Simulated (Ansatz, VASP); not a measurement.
**Two plane-wave programs on Mg2Cd3S5**

```
Mg Cd S
1.0
    -1.99338    2.81906    9.96689
     1.99338   -2.81906    9.96689
     1.99338    2.81906   -9.96689
Mg Cd S
2 3 5
Direct
  0.10000 0.10000 0.00000
  0.90000 0.90000 0.00000
  0.70000 0.70000 0.00000
  0.50000 0.50000 0.00000
  0.30000 0.30000 0.00000
  0.20000 0.70000 0.50000
  0.60000 0.10000 0.50000
  0.00000 0.50000 0.50000
  0.40000 0.90000 0.50000
  0.80000 0.30000 0.50000
```

Alike in both runs: task single point; functional PBE; k mesh 6 × 6 × 6; occupations gaussian, width 0.1 eV; no spin polarisation.

|  | VASP | Ansatz |
| --- | --- | --- |
| version | VASP 6.6.1 | Ansatz 0.2.0 |
| potentials or method | VASP PAW PBE potentials, release 64 (Mg, Cd, S), cutoff 520 eV | scalar-relativistic, plane waves, PAW |
| valence electrons in the cell | 70 | 110 |

VASP gave:

- gap on the k mesh at the Fermi level (eV): 0.63
- least direct gap on the mesh (eV): 0.81
- pressure (GPa): -6.8
- traceless stress, the component that is largest in VASP (GPa): 0.06
- rms of the force components (eV/Å): 0.098

Q: Estimate Ansatz's values.

A: gap on the k mesh at the Fermi level (eV): 0.64; least direct gap on the mesh (eV): 0.82; pressure (GPa): -6.9; traceless stress, the component that is largest in VASP (GPa): 0.06; rms of the force components (eV/Å): 0.091.

Atom by atom the forces differ by 0.008 eV/Å (rms over components). VASP's potentials hold 70 valence electrons a cell and Ansatz's 110, so a difference there can come from the potentials and not from the codes.
